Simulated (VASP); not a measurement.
A run of VASP 6.6.1:

Contents of INCAR:

```
PREC = Accurate
ENCUT = 520
EDIFF = 1E-7
ISMEAR = 0
SIGMA = 0.15
LREAL = F
LASPH = T
NELM = 60
ALGO = Fast
ISIF = 2
LWAVE = F
LCHARG = F
GGA = PS
NBANDS = 18
```

Contents of KPOINTS:

```
Automatic mesh
0
Gamma
  12 12 12
```

Contents of POSCAR:

```
ScAl3
1.0
    4.3970025054      0.0000000000      0.0000000000
    0.0000000000      4.3970025054      0.0000000000
    0.0000000000      0.0000000000      4.2341505607
Sc Al
1 3
Direct
    0.0000000000      0.0000000000      0.0000000000
    0.5000000000      0.0000000000      0.5000000000
    0.0000000000      0.5000000000      0.5000000000
    0.5000000000      0.5000000000      0.0000000000
```

Potentials or basis: VASP PAW PBE potentials, release 64 (Sc_sv, Al).

The run is started by

```sh
$ cat potpaw_PBE.64/Sc_sv/POTCAR potpaw_PBE.64/Al/POTCAR > POTCAR
$ mpirun -np 1 vasp_std > vasp.out
```

Hardware: 1 thread of Intel(R) Xeon(R) Platinum 8488C (Sapphire Rapids) (shared host).

Problem. How long does it take, and how much memory?

Solution. Wall time 4.1 min on 1 thread of Intel(R) Xeon(R) Platinum 8488C (Sapphire Rapids) (shared host), peak memory 0.4 GiB. Counts: scf iterations 20, k points 196.
